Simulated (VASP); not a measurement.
# BeS (I-4m2) in VASP: further runs

Runs on BeS. Level: PBEsol. Tasks: single point.

Program: VASP 6.6.1. These are calculated values, not measurements. Logs are shortened: lines on timing, memory, paths and dates and some standing lists are left out, and cuts for length are marked.

### 1 The cell of the first run

The structure is tetragonal, space group I-4m2 (No. 119). The conventional cell has a = 3.387 Å, b = 3.387 Å, c = 4.877 Å, α = 90.00°, β = 90.00°, γ = 90.00°. Be (site symmetry -4m2) has 4 S at 2.09 Å within 2.8 Å. S (site symmetry -4m2) has 4 Be at 2.09 Å within 2.8 Å.

### 2 Single point, PBEsol (film at in-plane strain -0.01)

File INCAR:

```
PREC = Accurate ; ENCUT = 520
EDIFF = 1E-7 ; ISMEAR = 0
SIGMA = 0.01 ; LREAL = F
LASPH = T ; NELM = 60
ALGO = Normal ; ISIF = 2
LWAVE = F ; LCHARG = F
GGA = PS ; NBANDS = 11
```

File KPOINTS:

```
Automatic mesh
0
Gamma
  8 8 8
```

File POSCAR:

```
BeS
1.0
    2.3947748984      2.3947748984      0.0000000000
   -2.3947748984      2.3947748984      0.0000000000
    0.0000000000      2.3947748984      2.4386228718
Be S
1 1
Direct
    0.0000000000      0.0000000000      0.0000000000
    0.7500000000      0.2500000000      0.5000000000
```

Potentials or basis: VASP PAW PBE potentials, release 64 (Be, S).

On the command line:

```sh
cat potpaw_PBE.64/Be/POTCAR potpaw_PBE.64/S/POTCAR > POTCAR
mpirun -np 1 vasp_std > vasp.out
```

OUTCAR:

```text
PREC = Accurate
   ENCUT = 520
   EDIFF = 1E-7
   ISMEAR = 0
   LREAL = F
   LASPH = T
   NELM = 60
   ISIF = 2
   GGA = PS

 ion  position               nearest neighbor table
   1  0.000  0.000  0.000-   2 2.09   2 2.09   2 2.09   2 2.09
   2  0.750  0.250  0.500-   1 2.09   1 2.09   1 2.09   1 2.09

  LATTYP: Found a body centered tetragonal cell.
 ALAT       =     3.3867231401
 C/A-ratio  =     1.4401076031

  Lattice vectors:

 A1 = (   2.3947748984,   0.0000000000,  -2.4386228718)
 A2 = (  -2.3947748984,   0.0000000000,  -2.4386228718)
 A3 = (   0.0000000000,   2.3947748984,   2.4386228718)

Analysis of symmetry for initial positions (statically):
=====================================================================
 Subroutine PRICEL returns:
 Original cell was already a primitive cell.

 Routine SETGRP: Setting up the symmetry group for a
 body centered tetragonal supercell.

 Subroutine GETGRP returns: Found  8 space group operations
 (whereof  8 operations were pure point group operations)
 out of a pool of 16 trial point group operations.

The static configuration has the point symmetry D_2d.

Analysis of symmetry for dynamics (positions and initial velocities):
=====================================================================
 Subroutine PRICEL returns:
 Original cell was already a primitive cell.

 Routine SETGRP: Setting up the symmetry group for a
 body centered tetragonal supercell.

 Subroutine GETGRP returns: Found  8 space group operations
 (whereof  8 operations were pure point group operations)
 out of a pool of 16 trial point group operations.

The dynamic configuration has the point symmetry D_2d.

 Subroutine INISYM returns: Found  8 space group operations
 (whereof  8 operations are pure point group operations),
 and found     1 'primitive' translations

----------------------------------------------------------------------------------------

                                     Primitive cell

  volume of cell :      27.9707

  direct lattice vectors                    reciprocal lattice vectors
     2.394774898  2.394774898  0.000000000     0.208787891  0.208787891 -0.205033753
    -2.394774898  2.394774898  0.000000000    -0.208787891  0.208787891 -0.205033753
     0.000000000  2.394774898  2.438622872     0.000000000  0.000000000  0.410067506

  length of vectors
     3.386723140  3.386723140  3.417868974     0.359476851  0.359476851  0.410067506

  position of ions in fractional coordinates (direct lattice)
     0.000000000  0.000000000  0.000000000
     0.750000000  0.250000000  0.500000000

  ion indices of the primitive-cell ions
   primitive index   ion index
                 1           1
                 2           2

----------------------------------------------------------------------------------------

 KPOINTS: Automatic mesh

Automatic generation of k-mesh.
 Grid dimensions read from file:
 generate k-points for:    8    8    8

 Generating k-lattice:

  Cartesian coordinates                     Fractional coordinates (reciprocal lattice)
     0.026098486  0.026098486 -0.025629219     0.125000000  0.000000000 -0.000000000
    -0.026098486  0.026098486 -0.025629219     0.000000000  0.125000000 -0.000000000
     0.000000000  0.000000000  0.051258438     0.000000000  0.000000000  0.125000000

  Length of vectors
     0.044934606  0.044934606  0.051258438

  Shift w.r.t. Gamma in fractional coordinates (k-lattice)
     0.000000000  0.000000000  0.000000000

 Subroutine IBZKPT returns following result:
 ===========================================

 Found     59 irreducible k-points:

 Following reciprocal coordinates:
            Coordinates               Weight
  0.000000  0.000000  0.000000      1.000000
  0.125000  0.000000  0.000000      8.000000
  0.250000  0.000000  0.000000      8.000000
  0.375000  0.000000 -0.000000      8.000000
  0.500000  0.000000  0.000000      4.000000
  0.125000  0.125000  0.000000      8.000000
[... 16 lines left out ...]
  0.250000  0.000000  0.125000      4.000000
  0.375000  0.000000  0.125000      8.000000
 [... further k-points ...]
   k-points           NKPTS =     59   k-points in BZ     NKDIM =     59   number of bands    NBANDS=     11
   number of dos      NEDOS =    301   number of ions     NIONS =      2
   total plane-waves  NPLWV =  21952
   dimension x,y,z NGX =    28 NGY =   28 NGZ =   28
   dimension x,y,z NGXF=    56 NGYF=   56 NGZF=   56
   ions per type =               1   1
   NGX,Y,Z   is equivalent  to a cutoff of  13.74, 13.74, 13.62 a.u.
   NGXF,Y,Z  is equivalent  to a cutoff of  27.49, 27.49, 27.24 a.u.
 SYSTEM =  unknown system
   PREC   = accura    normal or accurate (medium, high low for compatibility)
   ISTART =      0    job   : 0-new  1-cont  2-samecut
   ICHARG =      2    charge: 1-file 2-atom 10-const
   ISPIN  =      1    spin polarized calculation?
   LNONCOLLINEAR =      F non collinear calculations
   LSORBIT =      F    spin-orbit coupling
[... 63 lines left out ...]
      3       4.3828      2.00000
      4       4.3828      2.00000
      5       9.9439      0.00000
      6       9.9439      0.00000
      7       9.9670      0.00000
      8      10.2174      0.00000
      9      16.9678      0.00000
     10      17.3891      0.00000
     11      19.1767      0.00000

 k-point     2 :       0.1250    0.0000    0.0000
  band No.  band energies     occupation
      1      -9.3184      2.00000
      2       3.1007      2.00000
      3       4.0976      2.00000
      4       4.1844      2.00000
      5       9.8880      0.00000
      6      10.3154      0.00000
      7      10.3271      0.00000
      8      11.5328      0.00000
      9      16.2781      0.00000
     10      16.6037      0.00000
     11      18.9459      0.00000

 k-point     3 :       0.2500    0.0000    0.0000
  band No.  band energies     occupation
      1      -8.8097      2.00000
      2       0.9308      2.00000
      3       3.6643      2.00000
      4       3.7919      2.00000
      5       9.8463      0.00000
      6      10.8449      0.00000
      7      10.8993      0.00000
      8      13.6453      0.00000
      9      16.1305      0.00000
     10      16.2563      0.00000
     11      18.4909      0.00000

 k-point     4 :       0.3750    0.0000   -0.0000
  band No.  band energies     occupation
      1      -8.1570      2.00000
      2      -0.8899      2.00000
      3       3.3179      2.00000
      4       3.4784      2.00000
      5       9.7954      0.00000
      6      10.8598      0.00000
      7      10.9861      0.00000
      8      15.0572      0.00000
      9      17.5613      0.00000
     10      17.6278      0.00000
     11      18.7701      0.00000

 k-point     5 :       0.5000    0.0000    0.0000
  band No.  band energies     occupation
      1      -7.8123      2.00000
      2      -1.6427      2.00000
      3       3.1918      2.00000
      4       3.3647      2.00000
      5       9.7696      0.00000
      6      10.7702      0.00000
      7      10.9107      0.00000
      8      15.4179      0.00000
      9      19.2743      0.00000
     10      19.3622      0.00000
     11      19.6436      0.00000
[... 211 lines left out ...]
 k-point    21 :       0.5000    0.5000    0.0000
  band No.  band energies     occupation
      1      -7.2140      2.00000
      2      -0.7799      2.00000
      3       1.5439      2.00000
      4       1.5743      2.00000
      5       7.1848      0.00000
      6       9.0870      0.00000
      7      17.1963      0.00000
      8      17.2796      0.00000
      9      20.0808      0.00000
     10      20.7472      0.00000
     11      21.2780      0.00000

 k-point    22 :       0.0000    0.0000    0.1250
  band No.  band energies     occupation
      1      -9.2637      2.00000
      2       3.2974      2.00000
      3       3.7796      2.00000
      4       3.7796      2.00000
      5       9.4973      0.00000
      6      10.9289      0.00000
      7      10.9289      0.00000
      8      11.3534      0.00000
      9      14.9341      0.00000
     10      17.7209      0.00000
     11      19.6939      0.00000

 k-point    23 :       0.2500    0.0000    0.1250
  band No.  band energies     occupation
      1      -9.0192      2.00000
      2       2.0539      2.00000
      3       3.0944      2.00000
      4       4.1707      2.00000
      5      10.2419      0.00000
      6      10.5153      0.00000
      7      10.9565      0.00000
      8      12.5026      0.00000
      9      15.3472      0.00000
     10      16.8601      0.00000
     11      19.6188      0.00000

 k-point    24 :       0.3750    0.0000    0.1250
  band No.  band energies     occupation
      1      -8.4469      2.00000
      2       0.2777      2.00000
      3       2.4561      2.00000
      4       3.7754      2.00000
      5      10.4782      0.00000
      6      11.1205      0.00000
      7      11.2366      0.00000
      8      13.5271      0.00000
      9      15.3090      0.00000
     10      18.3484      0.00000
     11      19.5127      0.00000

 [... further k-points ...]

------------------------ aborting loop because EDIFF is reached ----------------------------------------

  FORCE on cell =-STRESS in cart. coord.  units (eV):
  Direction    XX          YY          ZZ          XY          YZ          ZX
  --------------------------------------------------------------------------------------
  -------------------------------------------------------------------------------------
  Total        0.3400093      0.3400093      0.0285256      0.0000000      0.0000000      0.0000000
  in kB       19.4758898     19.4758898      1.6339622      0.0000000      0.0000000      0.0000000
  external PRESSURE =      13.5285806 kB  Pullay stress =       0.0000000 kB

 VOLUME and BASIS-vectors are now :
 -----------------------------------------------------------------------------
  energy-cutoff  :      520.00
  volume of cell :       27.97
      direct lattice vectors                 reciprocal lattice vectors
     2.394774898  2.394774898  0.000000000     0.208787891  0.208787891 -0.205033753
    -2.394774898  2.394774898  0.000000000    -0.208787891  0.208787891 -0.205033753
     0.000000000  2.394774898  2.438622872     0.000000000  0.000000000  0.410067506

 POSITION                                       TOTAL-FORCE (eV/Angst)
 -----------------------------------------------------------------------------------
      0.00000      0.00000      0.00000         0.000000     -0.000000      0.000000
      1.19739      3.59216      1.21931        -0.000000      0.000000      0.000000
 -----------------------------------------------------------------------------------
    total drift:                                0.000000      0.000000     -0.000000

  FREE ENERGIE OF THE ION-ELECTRON SYSTEM (eV)
  ---------------------------------------------------
  free  energy   TOTEN  =       -10.5605689112 eV

  energy  without entropy=      -10.5605689112  energy(sigma->0) =      -10.56056891
```

Wall time 25 s (1 thread of AMD EPYC 7R43 (Zen 3), shared host); peak memory 0.12 GiB.

Results:

| Property | Result |
| --- | --- |
| Free energy | -10.5606 eV |
| Pressure | 1.4 GPa |
| Band gap on the k mesh | 2.80 eV, indirect (least direct gap 5.56 eV) |

Caveat: the cell differs from its parent crystal (film at in-plane strain -0.01); the PAW data sets were made with another functional, which shifts forces and pressure a little.

### 3 Single point, PBEsol (in-plane strain -0.005, then relaxed in part)

File INCAR:

```
PREC = Accurate
ENCUT = 520
EDIFF = 1E-7
ISMEAR = 0
SIGMA = 0.01
LREAL = False
LASPH = True
NELM = 60
ALGO = Normal
ISIF = 2
LWAVE = False
LCHARG = False
GGA = PS
NBANDS = 11
```

KPOINTS is that of step 2.

File POSCAR:

```
BeS
1.0
    2.4068697211      2.4068697211      0.0000000000
   -2.4068697211      2.4068697211      0.0000000000
    0.0000000000      2.4068697211      2.4288920699
Be S
1 1
Direct
    0.0000000000      0.0000000000      0.0000000000
    0.7500000000      0.2500000000      0.5000000000
```

Potentials or basis: VASP PAW PBE potentials, release 64 (Be, S).

On the command line:

```sh
cat potpaw_PBE.64/Be/POTCAR potpaw_PBE.64/S/POTCAR > POTCAR
mpirun -np 1 vasp_std > vasp.out
```

Wall time 23 s (1 thread of AMD EPYC 7R43 (Zen 3), shared host); peak memory 0.12 GiB.

The run converged. Its results:

```
Free energy            : -10.5631 eV
Pressure               : 0.7 GPa
Band gap on the k mesh : 2.86 eV, indirect (least direct gap 5.58 eV)
```

Stress tensor (GPa, compression positive):
```
1.04 0.00 0.00
0.00 1.04 0.00
0.00 0.00 0.16
```

Levels at points of the mesh, in eV from the valence-band top:
```
           k point  band 1  band 2  band 3  band 4  band 5  band 6  band 7  band 8
(0.00, 0.00, 0.00)  -13.83   -0.05    0.00    0.00    5.58    5.58    5.60    5.80
(0.50, 0.00, 0.00)  -12.15   -5.97   -1.12   -1.04    5.40    6.43    6.50   11.02
(0.50, 0.50, 0.00)  -11.58   -5.13   -2.77   -2.75    2.86    4.75   12.82   12.86
(0.00, 0.00, 0.50)  -11.62   -5.20   -2.69   -2.69    2.93    4.84   12.84   12.84
```

Caveat: the cell differs from its parent crystal (in-plane strain -0.005, then relaxed in part); the PAW data sets were made with another functional, which shifts forces and pressure a little. A k mesh can miss the band edges.

### 4 Single point, PBEsol (in-plane strain -0.005)

File INCAR:

```
SYSTEM = BeS
PREC     = Accurate       ! precision mode
ENCUT    = 520            ! plane-wave cutoff, eV
EDIFF    = 1E-6           ! SCF threshold, eV
ISMEAR   = 0              ! smearing method
SIGMA    = 0.01           ! smearing width, eV
LREAL    = .FALSE.        ! projectors in reciprocal space
LASPH    = .TRUE.         ! aspherical terms in the spheres
NELM     = 80             ! most SCF steps
ALGO     = Normal         ! electronic algorithm
ISIF     = 2              ! what is computed and relaxed
LWAVE    = .FALSE.        ! write WAVECAR
LCHARG   = .FALSE.        ! write CHGCAR
GGA      = PS             ! functional
NBANDS   = 11             ! bands
```

File KPOINTS:

```
Automatic mesh
0
G
  8 8 8
  0 0 0
```

POSCAR: that of step 3 with these lines changed.

```diff
@@ -4,3 +4,3 @@
    -2.4068697211      2.4068697211      0.0000000000
-    0.0000000000      2.4068697211      2.4288920699
+    0.0000000000      2.4068697211      2.4262214375
 Be S
```

On the command line:

```sh
cat potpaw_PBE.64/Be/POTCAR potpaw_PBE.64/S/POTCAR > POTCAR
mpirun -np 1 vasp_std > vasp.out
```

It took 27 s on 1 thread of AMD EPYC 7R43 (Zen 3), shared host; peak memory 0.12 GiB.

The run converged. Its results:

| Item | Value |
| --- | --- |
| Free energy | -10.5631 eV |
| Pressure | 0.9 GPa |
| Band gap on the k mesh | 2.86 eV, indirect (least direct gap 5.59 eV) |

Stress tensor (GPa, compression positive):
```
1.12 0.00 0.00
0.00 1.12 0.00
0.00 0.00 0.35
```

Levels at points of the mesh, in eV from the valence-band top:
| k point | band 2 | band 3 | band 4 | band 5 | band 6 | band 7 |
| --- | --- | --- | --- | --- | --- | --- |
| (0.00, 0.00, 0.00) | -0.04 | 0.00 | 0.00 | 5.59 | 5.59 | 5.60 |
| (0.50, 0.00, 0.00) | -5.97 | -1.12 | -1.04 | 5.41 | 6.43 | 6.50 |
| (0.50, 0.50, 0.00) | -5.14 | -2.77 | -2.75 | 2.86 | 4.76 | 12.83 |
| (0.00, 0.00, 0.50) | -5.20 | -2.69 | -2.69 | 2.92 | 4.83 | 12.85 |

Caveat: the cell differs from its parent crystal (in-plane strain -0.005); the PAW data sets were made with another functional, which shifts forces and pressure a little.

### 5 Single point, PBEsol (in-plane strain +0.005, then relaxed in part)

File INCAR:

```
PREC = Accurate
ENCUT = 520
EDIFF = 1E-6
ISMEAR = 0
SIGMA = 0.01
LREAL = False
LASPH = True
NELM = 60
ALGO = Normal
ISIF = 2
LWAVE = False
LCHARG = False
GGA = PS
NBANDS = 11
```

File KPOINTS:

```
Automatic mesh
0
Gamma
  8 8 8
```

File POSCAR:

```
BeS
1.0
    2.4310593666      2.4310593666      0.0000000000
   -2.4310593666      2.4310593666      0.0000000000
    0.0000000000      2.4310593666      2.4091502228
Be S
1 1
Direct
    0.0000000000      0.0000000000      0.0000000000
    0.7500000000      0.2500000000      0.5000000000
```

On the command line:

```sh
cat potpaw_PBE.64/Be/POTCAR potpaw_PBE.64/S/POTCAR > POTCAR
mpirun -np 1 vasp_std > vasp.out
```

Run time: 23 s. Hardware: 1 thread of AMD EPYC 7R43 (Zen 3), shared host; peak memory 0.12 GiB.

It converged, with:

```
Free energy            : -10.5636 eV
Pressure               : -0.4 GPa
Band gap on the k mesh : 2.85 eV, indirect (least direct gap 5.57 eV)
```

Stress tensor (GPa, compression positive):
```
-0.69  0.00  0.00
 0.00 -0.69  0.00
 0.00  0.00  0.15
```

Levels at points of the mesh, in eV from the valence-band top:
```
           k point  band 1  band 2  band 3  band 4  band 5  band 6  band 7  band 8  band 9
(0.00, 0.00, 0.00)  -13.76   -0.05   -0.05    0.00    5.57    5.58    5.58    5.69   12.67
(0.50, 0.00, 0.00)  -12.12   -5.91   -1.12   -1.04    5.35    6.41    6.50   10.95   14.83
(0.50, 0.50, 0.00)  -11.58   -5.13   -2.69   -2.68    2.92    4.81   12.71   12.74   15.35
(0.00, 0.00, 0.50)  -11.54   -5.07   -2.76   -2.76    2.85    4.72   12.73   12.73   15.47
```

Caveat: the cell differs from its parent crystal (in-plane strain +0.005, then relaxed in part); the PAW data sets were made with another functional, which shifts forces and pressure a little. A k mesh can miss the band edges.

### 6 Single point, PBEsol (in-plane strain +0.005)

File INCAR:

```
SYSTEM = BeS
PREC     = Accurate       ! precision mode
ENCUT    = 520            ! plane-wave cutoff, eV
EDIFF    = 1E-7           ! SCF threshold, eV
ISMEAR   = 0              ! smearing method
SIGMA    = 0.01           ! smearing width, eV
LREAL    = .FALSE.        ! projectors in reciprocal space
LASPH    = .TRUE.         ! aspherical terms in the spheres
NELM     = 80             ! most SCF steps
ALGO     = Normal         ! electronic algorithm
ISIF     = 2              ! what is computed and relaxed
LWAVE    = .FALSE.        ! write WAVECAR
LCHARG   = .FALSE.        ! write CHGCAR
GGA      = PS             ! functional
NBANDS   = 11             ! bands
```

File KPOINTS:

```
Automatic mesh
0
G
  8 8 8
  0 0 0
```

POSCAR: that of step 5 with these lines changed.

```diff
@@ -4,3 +4,3 @@
    -2.4310593666      2.4310593666      0.0000000000
-    0.0000000000      2.4310593666      2.4091502228
+    0.0000000000      2.4310593666      2.4117076502
 Be S
```

Potentials or basis: VASP PAW PBE potentials, release 64 (Be, S).

On the command line:

```sh
cat potpaw_PBE.64/Be/POTCAR potpaw_PBE.64/S/POTCAR > POTCAR
mpirun -np 1 vasp_std > vasp.out
```

Run time: 21 s. Hardware: 1 thread of AMD EPYC 7R43 (Zen 3), shared host; peak memory 0.12 GiB.

Results (log left out):

```yaml
Free_energy: -10.5636 eV
Pressure: -0.5 GPa
Band_gap_on_the_k_mesh: 2.86 eV, indirect (least direct gap 5.58 eV)
```

Stress tensor (GPa, compression positive):
```
-0.76  0.00  0.00
 0.00 -0.76  0.00
 0.00  0.00 -0.02
```

Levels at points of the mesh, in eV from the valence-band top:
| k point | band 1 | band 2 | band 3 | band 4 | band 5 | band 6 | band 7 | band 8 | band 9 |
| --- | --- | --- | --- | --- | --- | --- | --- | --- | --- |
| (0.00, 0.00, 0.00) | -13.75 | -0.04 | -0.04 | 0.00 | 5.58 | 5.59 | 5.59 | 5.68 | 12.68 |
| (0.50, 0.00, 0.00) | -12.11 | -5.90 | -1.11 | -1.04 | 5.35 | 6.42 | 6.50 | 10.95 | 14.84 |
| (0.50, 0.50, 0.00) | -11.58 | -5.12 | -2.69 | -2.67 | 2.92 | 4.81 | 12.71 | 12.74 | 15.35 |
| (0.00, 0.00, 0.50) | -11.54 | -5.06 | -2.75 | -2.75 | 2.86 | 4.73 | 12.73 | 12.73 | 15.45 |

Caveat: the cell differs from its parent crystal (in-plane strain +0.005); the PAW data sets were made with another functional, which shifts forces and pressure a little.

### 7 Overview

```tsv
cell	gap on the mesh (eV)	pressure (GPa)
a = 3.387, b = 3.387, c = 3.418 Å, angles 60.3, 60.3, 90.0°, 2 atoms	2.80	1.4
a = 3.404, b = 3.404, c = 3.419 Å, angles 60.2, 60.2, 90.0°, 2 atoms	2.86	0.7
a = 3.404, b = 3.404, c = 3.418 Å, angles 60.1, 60.1, 90.0°, 2 atoms	2.86	0.9
a = 3.438, b = 3.438, c = 3.423 Å, angles 59.9, 59.9, 90.0°, 2 atoms	2.85	-0.4
a = 3.438, b = 3.438, c = 3.424 Å, angles 59.9, 59.9, 90.0°, 2 atoms	2.86	-0.5
```

Alike in all rows: task single point; level PBEsol; potentials or basis VASP PAW PBE potentials, release 64 (Be, S); no spin polarisation; k mesh 8 × 8 × 8; cutoff (eV) 520; smearing gaussian 0.01 eV.

Caveats: the PAW data sets were made with another functional, which shifts forces and pressure a little.

Absolute energies hang on the potentials; compare differences alone.
